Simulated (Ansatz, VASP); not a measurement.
## One calculation of B, two programs

```xyz
3
Lattice="1.3906 0.8029 6.4339 -1.3906 0.8029 6.4339 0.0000 -1.6057 6.4339" Properties=species:S:1:pos:R:3 pbc="T T T"
B     0.0000    0.0000    0.0000
B     0.0000    0.0000    4.2645
B     0.0000    0.0000   15.0371
```

Alike in both runs: task single point; functional PBE; k mesh 18 × 18 × 18; occupations gaussian, width 0.1 eV; no spin polarisation.

|  | VASP | Ansatz |
| --- | --- | --- |
| version | VASP 6.6.1 | Ansatz 0.2.0 |
| potentials or method | VASP PAW PBE potentials, release 64 (B), cutoff 520 eV | scalar-relativistic, plane waves, PAW |
| valence electrons in the cell | 9 | 9 |

Ansatz gave:

```
gap on the k mesh at the Fermi level (eV)                     : none
pressure (GPa)                                                : -29.1
traceless stress, the component that is largest in VASP (GPa) : -3.65
rms of the force components (eV/Å)                            : 0.078
```

Q: Estimate VASP's values.

A: gap on the k mesh at the Fermi level (eV): none; pressure (GPa): -29.2; traceless stress, the component that is largest in VASP (GPa): -3.65; rms of the force components (eV/Å): 0.078.

Atom by atom the forces differ by 0.000 eV/Å (rms over components). A gap of «none» marks a metal or a gap that the smearing closes. Both programs put the cell under strong tension, so it lies far from rest at this level.
